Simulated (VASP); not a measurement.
Wanted: the native input for a VASP 6.6.1 run.

```yaml
Task: single point
Functional: PBEsol
Potentials_or_basis: VASP PAW PBE potentials, release 64 (Cd, Se)
Cutoff: 520 eV
k_mesh: 6 × 6 × 6
Occupations: gaussian, width 0.01 eV
Spin: no spin polarisation
Dipole_correction: no
Further_INCAR_settings: ALGO = Normal; EDIFF = 1e-07; NBANDS = 16
```

The structure of CdSe lies in POSCAR:

```
CdSe
1.0
    0.0000000000      3.0261403398      3.0261403398
    3.0261403398      0.0000000000      3.0261403398
    3.0261403398      3.0261403398      0.0000000000
Cd Se
1 1
Direct
    0.0000000000      0.0000000000      0.0000000000
    0.7500000000      0.7500000000      0.7500000000
```

These files were run (other wordings do the same):

INCAR

```
SYSTEM = CdSe
  PREC = Accurate
  ENCUT = 520
  EDIFF = 1E-7
  ISMEAR = 0
  SIGMA = 0.01
  LREAL = .FALSE.
  LASPH = .TRUE.
  NELM = 80
  ALGO = Normal
  ISIF = 2
  LWAVE = .FALSE.
  LCHARG = .FALSE.
  GGA = PS
  NBANDS = 16
```

KPOINTS

```
Automatic mesh
0
G
  6 6 6
  0 0 0
```

Potentials or basis: VASP PAW PBE potentials, release 64 (Cd, Se).

Command:

```bash
$ cat potpaw_PBE.64/Cd/POTCAR potpaw_PBE.64/Se/POTCAR > POTCAR
$ mpirun -np 1 vasp_std > vasp.out
```

It gave:

```
Pressure               : 1.2 GPa
Band gap on the k mesh : 0.51 eV, direct
```

Caveat: the PAW data sets were made with another functional, which shifts forces and pressure a little.

Wall time 13 s on 1 thread of Intel Xeon 6975P-C, on a shared host, peak memory 0.18 GiB.
